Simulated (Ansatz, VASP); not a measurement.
**One calculation of LiF, two programs**

```
CELL_PARAMETERS angstrom
-0.06042 1.98379 1.98379
1.98379 -0.06042 1.98379
1.98379 1.98379 -0.06042
ATOMIC_POSITIONS crystal
Li 0.00000 0.00000 0.00000
F 0.50000 0.50000 0.50000
```

Change from the starting cell: equal xy, yz and zx shear strains of -3 %.

Alike in both runs: task single point; functional LDA; k mesh 10 × 10 × 10; occupations fermi-dirac, width 0.03 eV; no spin polarisation.

|  | VASP | Ansatz |
| --- | --- | --- |
| version | VASP 6.6.1 | Ansatz 0.2.0 |
| potentials or method | VASP PAW LDA potentials, release 64 (Li_sv, F), cutoff 520 eV | all-electron LAPW, scalar-relativistic |

VASP gave:

- gap on the k mesh at the Fermi level (eV): 8.67

Problem. What did Ansatz give for the same quantities?

Solution. gap on the k mesh at the Fermi level (eV): 8.66.

LDA's correlation is that of Perdew and Zunger in VASP and of Perdew and Wang (1992) in Ansatz. Ansatz ran all-electron here, and VASP with PAW potentials.

Noted on VASP's run: the cutoff is short for stress, so the pressure is rough.
